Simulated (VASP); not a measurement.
A run of VASP 6.6.1:

File INCAR:

```
SYSTEM = SiP5
PREC = Accurate ; ENCUT = 520
EDIFF = 1E-6 ; ISMEAR = 0
SIGMA = 0.1 ; LREAL = .False.
LASPH = .True. ; NELM = 60
ALGO = Normal ; ISIF = 2
LWAVE = .False. ; LCHARG = .True.
GGA = PE ; LELF = .True.
LVHAR = .True. ; NBANDS = 41
```

KPOINTS

```
regular mesh
0
Gamma
  12 12 2
  0 0 0
```

Contents of POSCAR:

```
SiP5
1.0
    3.4391828284      0.0000000000      0.0000000000
   -1.7195914142      2.9784196976      0.0000000000
    0.0000000000      0.0000000000     25.3765475870
Si P
2 10
Direct
    0.0000000000      0.0000000000      0.9537019346
    0.0000000000      0.0000000000      0.0462980654
    0.6666666667      0.3333333333      0.9123131313
    0.3333333333      0.6666666667      0.0876868687
    0.3333333333      0.6666666667      0.7376833243
    0.0000000000      0.0000000000      0.6919801150
    0.6666666667      0.3333333333      0.2623166757
    0.0000000000      0.0000000000      0.3080198850
    0.6666666667      0.3333333333      0.6177670616
    0.3333333333      0.6666666667      0.5720128862
    0.3333333333      0.6666666667      0.3822329384
    0.6666666667      0.3333333333      0.4279871138
```

Potentials or basis: VASP PAW PBE potentials, release 64 (Si, P).

Run with:

```sh
$ cat potpaw_PBE.64/Si/POTCAR potpaw_PBE.64/P/POTCAR > POTCAR
$ mpirun -np 1 vasp_std > vasp.out
```

Hardware: 1 thread of Oxide Virtual Turin-like Processor, on a shared host.

**Question.** How long does it take, and how much memory?

**Answer.** It took 11 min on 1 thread of Oxide Virtual Turin-like Processor, on a shared host, peak memory 0.52 GiB. Counts: scf iterations 16, k points 38.
